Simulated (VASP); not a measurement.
# BiTe (P6mm) in VASP: further runs, part 2 of 2

VASP 6.6.1.

## (4) Relaxation of cell and atoms, PBE

INCAR reads:

```
SYSTEM = BiTe
  PREC = Accurate
  ENCUT = 600
  EDIFF = 1E-6
  ISMEAR = 0
  SIGMA = 0.1
  LREAL = .False.
  LASPH = .True.
  NELM = 100
  ALGO = Normal
  ISIF = 3
  LWAVE = .False.
  LCHARG = .False.
  GGA = PE
  IBRION = 2
  NSW = 100
  EDIFFG = -0.01
```

KPOINTS reads:

```
Automatic mesh
0
Gamma
  18 18 10
  0 0 0
```

POSCAR reads:

```
BiTe
1.0
    3.4675293678      0.0000000000      0.0000000000
   -1.7337646839      3.0029685209      0.0000000000
    0.0000000000      0.0000000000      6.3706662482
Bi Te
1 1
Direct
    0.0000000000      0.0000000000      0.9798485449
    0.0000000000      0.0000000000      0.4944742751
```

Potentials or basis: VASP PAW PBE potentials, release 64 (Bi_d, Te).

Started as:

```console
cat potpaw_PBE.64/Bi_d/POTCAR potpaw_PBE.64/Te/POTCAR > POTCAR
mpirun -np 1 vasp_std > vasp.out
```

OUTCAR:

```text
SYSTEM = BiTe
   PREC = Accurate
   ENCUT = 600
   EDIFF = 1E-6
   ISMEAR = 0
   LREAL = .False.
   LASPH = .True.
   NELM = 100
   ISIF = 3
   GGA = PE
   IBRION = 2
   NSW = 100
   EDIFFG = -0.01

 ion  position               nearest neighbor table
   1  0.000  0.000  0.980-   2 3.09   2 3.28
   2  0.000  0.000  0.494-   1 3.09   1 3.28

  LATTYP: Found a hexagonal cell.
 ALAT       =     3.4675293678
 C/A-ratio  =     1.8372349799

  Lattice vectors:

 A1 = (   3.4675293678,   0.0000000000,   0.0000000000)
 A2 = (  -1.7337646839,   3.0029685209,   0.0000000000)
 A3 = (   0.0000000000,   0.0000000000,   6.3706662482)

Analysis of symmetry for initial positions (statically):
=====================================================================
 Subroutine PRICEL returns:
 Original cell was already a primitive cell.

 Routine SETGRP: Setting up the symmetry group for a
 hexagonal supercell.

 Subroutine GETGRP returns: Found 12 space group operations
 (whereof 12 operations were pure point group operations)
 out of a pool of 24 trial point group operations.

The static configuration has the point symmetry C_6v.

Analysis of symmetry for dynamics (positions and initial velocities):
=====================================================================
 Subroutine PRICEL returns:
 Original cell was already a primitive cell.

 Routine SETGRP: Setting up the symmetry group for a
 hexagonal supercell.

 Subroutine GETGRP returns: Found 12 space group operations
 (whereof 12 operations were pure point group operations)
 out of a pool of 24 trial point group operations.

The dynamic configuration has the point symmetry C_6v.

[... 144 lines left out ...]
  ext. energy  EPLUGINS =         0.00000000
  ---------------------------------------------------
  free energy    TOTEN  =        -6.83493575 eV

  energy without entropy =       -6.82634120  energy(sigma->0) =       -6.83063848

------------------------ aborting loop because EDIFF is reached ----------------------------------------

  FORCE on cell =-STRESS in cart. coord.  units (eV):
  Direction    XX          YY          ZZ          XY          YZ          ZX
  --------------------------------------------------------------------------------------
  -------------------------------------------------------------------------------------
  Total       -0.4840704     -0.4840704      0.0369342      0.0000000      0.0000000      0.0000000
  in kB      -11.6913143    -11.6913143      0.8920380      0.0000000      0.0000000      0.0000000
  external PRESSURE =      -7.4968636 kB  Pullay stress =       0.0000000 kB
[... 89 lines left out ...]
  FREE ENERGIE OF THE ION-ELECTRON SYSTEM (eV)
  ---------------------------------------------------
  free  energy   TOTEN  =        -6.8408877350 eV

  energy  without entropy=       -6.8326084257  energy(sigma->0) =       -6.83674808

[... ionic steps 4 to 20 ...]

--------------------------------------- Ionic step       21  -------------------------------------------

 number of electron      20.9999996 magnetization

------------------------ aborting loop because EDIFF is reached ----------------------------------------
[... 67 lines left out ...]
--------------------------------------- Ionic step       23  -------------------------------------------

 number of electron      20.9999996 magnetization

 Free energy of the ion-electron system (eV)
  ---------------------------------------------------
  ext. energy  EPLUGINS =         0.00000000
  ---------------------------------------------------
  free energy    TOTEN  =        -6.84477139 eV

  energy without entropy =       -6.83653710  energy(sigma->0) =       -6.84065424

 E-fermi :   6.9396     XC(G=0):  -9.7035

 val. band max:        6.9385247131   @ k =   0.1667   0.1667   0.4000
 cond. band min:       6.9402555040   @ k =   0.1667   0.1111   0.4000
 fundamental gap:      0.0017307909
 Fermi energy:         6.9396471874

 k-point     1 :       0.0000    0.0000    0.0000
  band No.  band energies     occupation
      1     -16.2157      2.00000
      2     -16.1552      2.00000
      3     -16.1552      2.00000
      4     -16.0791      2.00000
      5     -16.0791      2.00000
      6      -6.5043      2.00000
      7      -4.6545      2.00000
      8       1.3190      2.00000
      9       9.0884      0.00000
     10       9.2145      0.00000
     11       9.2145      0.00000
     12      12.3341      0.00000
     13      12.3341      0.00000
     14      13.5975      0.00000
[... 377 lines left out ...]
      1     -16.2032      2.00000
      2     -16.1547      2.00000
      3     -16.1038      2.00000
      4     -16.0730      2.00000
      5     -15.9951      2.00000
      6      -4.2165      2.00000
      7      -2.3202      2.00000
      8       1.8828      2.00000
      9       3.4701      2.00000
     10       3.7460      2.00000
     11       6.0912      2.00000
     12       8.3536      0.00000
     13       9.8712      0.00000
     14      11.2815      0.00000

 [... further k-points ...]
[... 5 lines left out ...]
  --------------------------------------------------------------------------------------
  -------------------------------------------------------------------------------------
  Total        0.0001216      0.0001216     -0.0120747     -0.0000000     -0.0000000      0.0000000
  in kB        0.0029990      0.0029990     -0.2978137     -0.0000000     -0.0000000      0.0000000
  external PRESSURE =      -0.0972719 kB  Pullay stress =       0.0000000 kB
[... 17 lines left out ...]
  FREE ENERGIE OF THE ION-ELECTRON SYSTEM (eV)
  ---------------------------------------------------
  free  energy   TOTEN  =        -6.8447713876 eV

  energy  without entropy=       -6.8365371014  energy(sigma->0) =       -6.84065424

 reached required accuracy - stopping structural energy minimisation
```

CONTCAR:

```text
BiTe
   1.00000000000000
     3.4171394165644653    0.0000000000000000    0.0000000000000000
    -1.7085697082822329    2.9593295430338427    0.0000000000000000
    -0.0000000000000000   -0.0000000000000001    6.4237322967261674
  Bi              Te
     1     1
Direct
     0.0000000000000000    0.0000000000000000    0.9860803564530669
     0.0000000000000000    0.0000000000000000    0.4882424635469381

  0.00000000E+00  0.00000000E+00  0.00000000E+00
  0.00000000E+00  0.00000000E+00  0.00000000E+00
```

Wall time 51 min (1 thread of AMD EPYC 7R13, shared host); peak memory 0.42 GiB.

What came out:

- Free energy: -6.8448 eV
- Relaxed volume: 32.48 Å³/atom
- Relaxed cell: a = 3.417 Å, b = 3.417 Å, c = 6.424 Å, α = 90.00°, β = 90.00°, γ = 120.00°
- Space group after relaxing (to 0.05 Å): P6/mmm (No. 191)
- Energy gained by relaxing: 4.9 meV/atom
- Ionic steps: 23
- Pressure after relaxing: 0.0 GPa
- Largest force after relaxing: 0.009 eV/Å

Forces in eV/Å, atoms in the order of the input:
```
Bi   0.000  0.000  0.009
Te   0.000  0.000 -0.009
```

Step by step:
| step | energy change (eV) | largest force (eV/Å) | pressure (GPa) | volume (Å³) |
| --- | --- | --- | --- | --- |
| 1 | 0.0000 | 0.0543 | -0.75 | 66.34 |
| 2 | -0.0060 | 0.0728 | 0.28 | 64.85 |
| 3 | -0.0060 | 0.0733 | 0.28 | 64.79 |
| 4 | -0.0079 | 0.0527 | 0.11 | 65.00 |
| 5 | -0.0080 | 0.0481 | 0.05 | 65.06 |
| 6 | -0.0082 | 0.0432 | -0.01 | 65.16 |
| 7 | -0.0085 | 0.0294 | -0.31 | 65.47 |
| 8 | -0.0086 | 0.0278 | -0.31 | 65.45 |
| 9 | -0.0088 | 0.0256 | -0.29 | 65.40 |
| 10 | -0.0091 | 0.0194 | -0.24 | 65.31 |
| 11 | -0.0093 | 0.0065 | -0.08 | 65.11 |
| 12 | -0.0093 | 0.0129 | -0.12 | 65.18 |
| 13 | -0.0095 | 0.0114 | -0.11 | 65.08 |
| 14 | -0.0098 | 0.0094 | 0.13 | 64.79 |
| 15 | -0.0098 | 0.0100 | 0.12 | 64.84 |
| 16 | -0.0098 | 0.0104 | 0.08 | 64.89 |
| 17 | -0.0098 | 0.0093 | 0.07 | 64.87 |
| 18 | -0.0098 | 0.0093 | 0.08 | 64.85 |
| 19 | -0.0098 | 0.0083 | 0.08 | 64.85 |
| 20 | -0.0098 | 0.0089 | 0.06 | 64.92 |
| 21 | -0.0098 | 0.0073 | -0.07 | 65.05 |
| 22 | -0.0098 | 0.0084 | -0.04 | 64.98 |
| 23 | -0.0098 | 0.0093 | -0.01 | 64.96 |

Final structure:
```cif
data_structure
_symmetry_space_group_name_H-M 'P 1'
_symmetry_Int_Tables_number 1
_cell_length_a 3.4171
_cell_length_b 3.4171
_cell_length_c 6.4237
_cell_angle_alpha 90.000
_cell_angle_beta 90.000
_cell_angle_gamma 120.000
_cell_volume 64.96
loop_
_atom_site_label
_atom_site_type_symbol
_atom_site_fract_x
_atom_site_fract_y
_atom_site_fract_z
_atom_site_occupancy
Bi1 Bi 0.00000 0.00000 0.98608 1
Te1 Te 0.00000 0.00000 0.48824 1
```

Caveat: spin-orbit coupling is left out, which moves the levels of the heavy elements.

## (5) Overview

| task | cell | k mesh | cutoff (eV) | gap on the mesh (eV) | pressure (GPa) | largest force (eV/Å) |
| --- | --- | --- | --- | --- | --- | --- |
| single point | a = 3.468, b = 3.468, c = 6.371 Å, angles 90.0, 90.0, 120.0°, 2 atoms | 6 × 6 × 4 | 520 | none | -0.2 | 0.03 |
| single point | a = 3.418, b = 3.418, c = 6.426 Å, angles 90.0, 90.0, 120.0°, 2 atoms | 18 × 18 × 10 | 520 | none | -0.2 | - |
| relaxation of cell and atoms | relaxed from a = 3.468, b = 3.468, c = 6.371 Å, angles 90.0, 90.0, 120.0°, 2 atoms | 18 × 18 × 10 | 600 | none | 0.0 | 0.01 |

Alike in all rows: level PBE; potentials or basis VASP PAW PBE potentials, release 64 (Bi_d, Te); no spin polarisation; smearing gaussian 0.1 eV.

Caveats: spin-orbit coupling is left out, which moves the levels of the heavy elements.

Absolute energies hang on the potentials; compare differences alone.
